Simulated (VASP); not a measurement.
The system is KBr.

```xyz
2
Lattice="0.0000 3.3000 3.3000 3.3000 0.0000 3.3000 3.3000 3.3000 0.0000" Properties=species:S:1:pos:R:3 pbc="T T T"
K     0.0000    0.0000    0.0000
Br    3.3000    3.3000    3.3000
```

Base run:

| Quantity | Value |
| --- | --- |
| Program | VASP 6.6.1 |
| Functional | LDA |
| Potentials or basis | VASP PAW LDA potentials, release 64 (K_sv, Br) |
| Cutoff | 500 eV |
| k mesh | 4 × 4 × 4 |
| Occupations | gaussian, width 0.01 eV |
| Spin | no spin polarisation |

Its results: band gap on the k mesh 4.04 eV; pressure -1.6 GPa.

Q: The run is repeated on the same cell with these changes: k mesh from 4 × 4 × 4 to 2 × 2 × 2. What comes out?

A: Band gap on the k mesh 3.97 eV; pressure -1.0 GPa.

Caveats: some runs use coarse meshes.

